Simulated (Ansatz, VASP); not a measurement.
# In3Cl2: VASP beside Ansatz

```xyz
5
Lattice="5.4459 0.0000 0.0000 -2.7230 4.7163 0.0000 0.0000 0.0000 6.3173" Properties=species:S:1:pos:R:3 pbc="T T T"
In    0.0000    0.0000    0.0000
In    0.0000    3.1442    4.2158
In    2.7230    1.5721    2.1015
Cl    0.0000    3.1442    0.8509
Cl    2.7230    1.5721    5.4664
```

Alike in both runs: functional PBE; k mesh 6 × 6 × 4; occupations gaussian, width 0.1 eV; no spin polarisation.

Ansatz relaxed the structure, and its values are those at the end. VASP's run is a single point on that final structure, the one shown.

```csv
,VASP,Ansatz
version,VASP 6.6.1,Ansatz 0.2.0
potentials or method,"VASP PAW PBE potentials, release 64 (In_d, Cl), cutoff 520 eV","scalar-relativistic, plane waves, PAW"
valence electrons in the cell,53,53
```

|  | VASP | Ansatz | Ansatz less VASP |
| --- | --- | --- | --- |
| gap on the k mesh at the Fermi level (eV) | none | none | - |
| pressure (GPa) | 0.0 | 0.0 | +0.05 |
| rms of the force components (eV/Å) | 0.005 | 0.006 | +0.0010 |

A gap of «none» marks a metal or a gap that the smearing closes.
